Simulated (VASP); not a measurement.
# PtSeS3 (P4mm) in VASP: a series of runs, part 3 of 3

VASP 6.6.1.

## 6. Relaxation of cell and atoms, PBE

This run uses another cell than the first one, of 22.61 Å³/atom.

The input, INCAR:

```
SYSTEM = PtSeS3
  PREC = Accurate
  ENCUT = 600
  EDIFF = 1E-7
  ISMEAR = 0
  SIGMA = 0.1
  LREAL = .False.
  LASPH = .True.
  NELM = 80
  ALGO = Normal
  ISIF = 3
  LWAVE = .False.
  LCHARG = .False.
  GGA = PE
  IBRION = 2
  NSW = 100
  EDIFFG = -0.01
```

The input, KPOINTS:

```
regular mesh
0
Gamma
  10 10 6
  0 0 0
```

The input, POSCAR:

```
PtSeS3
1.0
    3.8933563078      0.0000000000      0.0000000000
    0.0000000000      3.8933563078      0.0000000000
    0.0000000000      0.0000000000      7.4580558638
Pt Se S
1 1 3
Direct
    0.5000000000      0.5000000000      0.6915734656
    0.0000000000      0.0000000000      0.0263140900
    0.0000000000      0.5000000000      0.5210434060
    0.5000000000      0.5000000000      0.0126246524
    0.5000000000      0.0000000000      0.5210434060
```

Potentials or basis: VASP PAW PBE potentials, release 64 (Pt, Se, S).

Launch:

```sh
$ cat potpaw_PBE.64/Pt/POTCAR potpaw_PBE.64/Se/POTCAR potpaw_PBE.64/S/POTCAR > POTCAR
$ mpirun -np 1 vasp_std > vasp.out
```

It took 43 min on 1 thread of Intel Xeon Platinum 8559C (Emerald Rapids), shared host; peak memory 0.46 GiB.

The run converged. Its results:

- Free energy: -19.9241 eV
- Relaxed volume: 23.78 Å³/atom
- Relaxed cell: a = 3.888 Å, b = 3.888 Å, c = 7.868 Å, α = 90.00°, β = 90.00°, γ = 90.00°
- Space group after relaxing (to 0.1 Å): P4mm (No. 99)
- Energy gained by relaxing: 3.0 meV/atom
- Ionic steps: 39
- Pressure after relaxing: 0.0 GPa
- Largest force after relaxing: 0.008 eV/Å
- Band gap on the k mesh: zero (bands 17 and 18 overlap by 2.42 eV)

Forces on the atoms (eV/Å):
```
Pt   0.000  0.000 -0.003
Se   0.000  0.000  0.008
S    0.000  0.000 -0.005
S    0.000  0.000  0.005
S    0.000  0.000 -0.005
```

Step by step:
```
step  energy change (eV)  largest force (eV/Å)  pressure (GPa)  volume (Å³)
   1              0.0000                0.1597           -0.02       113.05
   2             -0.0022                0.1272            0.17       113.01
   3             -0.0056                0.0775            0.67       112.91
   4             -0.0067                0.0690            0.58       113.09
   5             -0.0091                0.0424            0.31       113.65
   6             -0.0107                0.1254           -0.22       114.76
   7             -0.0108                0.1111           -0.15       114.62
   8             -0.0112                0.0846           -0.11       114.74
   9             -0.0117                0.0375           -0.04       115.00
  10             -0.0117                0.0414           -0.02       115.08
  11             -0.0118                0.0384            0.02       115.04
  12             -0.0119                0.0330            0.09       114.98
  13             -0.0119                0.0511            0.23       114.85
  14             -0.0119                0.0320            0.15       114.92
  15             -0.0120                0.0304            0.14       114.94
  16             -0.0121                0.0258            0.11       115.01
  17             -0.0123                0.0165            0.05       115.15
  18             -0.0123                0.0330           -0.07       115.42
  19             -0.0124                0.0239           -0.01       115.29
  20             -0.0125                0.0263            0.00       115.31
  21             -0.0126                0.0326            0.04       115.35
  22             -0.0128                0.0458            0.11       115.45
  23             -0.0129                0.0478            0.08       115.55
  24             -0.0131                0.0536           -0.03       115.86
  25             -0.0129                0.0990           -0.25       116.46
  26             -0.0131                0.0566           -0.09       116.02
  27             -0.0132                0.0539           -0.09       116.08
  28             -0.0134                0.0517           -0.07       116.26
  29             -0.0138                0.0602           -0.04       116.63
  30             -0.0141                0.0774            0.03       117.37
  31             -0.0142                0.0844            0.05       117.65
  32             -0.0145                0.0303            0.08       118.03
  33             -0.0146                0.0289            0.11       118.42
  34             -0.0147                0.0418           -0.10       119.00
  35             -0.0147                0.0345           -0.03       118.79
  36             -0.0148                0.0204           -0.02       118.84
  37             -0.0149                0.0184           -0.01       118.89
  38             -0.0149                0.0224           -0.01       118.91
  39             -0.0149                0.0084            0.04       118.92
```

Final structure:
```
CELL_PARAMETERS angstrom
3.88778 0.00000 0.00000
0.00000 3.88778 0.00000
0.00000 0.00000 7.86790
ATOMIC_POSITIONS crystal
Pt 0.50000 0.50000 0.69260
Se 0.00000 0.00000 0.02247
S 0.00000 0.50000 0.53107
S 0.50000 0.50000 0.99539
S 0.50000 0.00000 0.53107
```

Levels at points of the mesh, in eV from the Fermi level:
| k point | band 13 | band 14 | band 15 | band 16 | band 17 | band 18 | band 19 | band 20 | band 21 |
| --- | --- | --- | --- | --- | --- | --- | --- | --- | --- |
| (0.00, 0.00, 0.00) | -1.52 | -1.52 | -1.46 | 0.44 | 1.61 | 1.61 | 1.97 | 2.68 | 2.68 |
| (0.50, 0.00, 0.00) | -2.09 | -1.53 | -1.11 | -1.08 | -0.84 | -0.69 | -0.63 | 0.53 | 1.14 |
| (0.50, 0.50, 0.00) | -2.37 | -2.19 | -2.19 | -1.89 | -0.63 | 2.43 | 3.20 | 3.52 | 3.52 |
| (0.00, 0.00, 0.50) | -2.13 | -1.55 | -1.55 | 0.78 | 1.61 | 1.61 | 1.98 | 2.68 | 2.68 |
| (0.50, 0.00, 0.50) | -2.12 | -1.58 | -1.11 | -1.09 | -0.82 | -0.81 | -0.66 | 0.50 | 0.85 |
| (0.50, 0.50, 0.50) | -2.28 | -2.08 | -2.08 | -1.78 | -0.71 | 2.43 | 3.20 | 3.50 | 3.50 |

Caveat: spin-orbit coupling is left out, which moves the levels of the heavy elements; this functional lacks dispersion, which binds the layers, so the pressure and a relaxed spacing across them are unreliable.

## 7. The runs side by side

| task | cell | k mesh | cutoff (eV) | gap on the mesh (eV) | pressure (GPa) | relaxed volume (Å³/atom) | largest force (eV/Å) |
| --- | --- | --- | --- | --- | --- | --- | --- |
| single point | a = 4.452, b = 4.452, c = 5.629 Å, 5 atoms, atomic positions A | 4 × 4 × 4 | 520 | none | -7.4 | - | 1.14 |
| single point | a = 3.893, b = 3.893, c = 7.458 Å, 5 atoms, atomic positions B | 4 × 4 × 4 | 520 | none | 0.0 | - | 0.03 |
| relaxation of cell and atoms | relaxed from a = 4.452, b = 4.452, c = 5.629 Å, 5 atoms, atomic positions A | 4 × 4 × 4 | 600 | none | 0.1 | 22.80 | 0.02 |
| single point | a = 3.889, b = 3.889, c = 7.888 Å, 5 atoms, atomic positions C | 10 × 10 × 6 | 520 | none | -0.1 | - | 0.02 |
| relaxation of cell and atoms | relaxed from a = 3.893, b = 3.893, c = 7.458 Å, 5 atoms, atomic positions B | 10 × 10 × 6 | 600 | none | 0.0 | 23.78 | 0.01 |

Alike in all rows: level PBE; potentials or basis VASP PAW PBE potentials, release 64 (Pt, Se, S); no spin polarisation; smearing gaussian 0.1 eV.

Caveats: some runs use coarse meshes; spin-orbit coupling is left out, which moves the levels of the heavy elements; this functional lacks dispersion, which binds the layers, so the pressure and a relaxed spacing across them are unreliable (at least some runs); the cell stands under tension (at least some runs); forces of over 1 eV/Å act on the atoms, so gaps and moduli don't describe the material at rest (at least some runs); a cell axis changed by over 15 % at a fixed basis, so the end point is rough (at least some runs).

Total energies depend on the potentials used, so only differences within one code and one set of settings carry meaning.
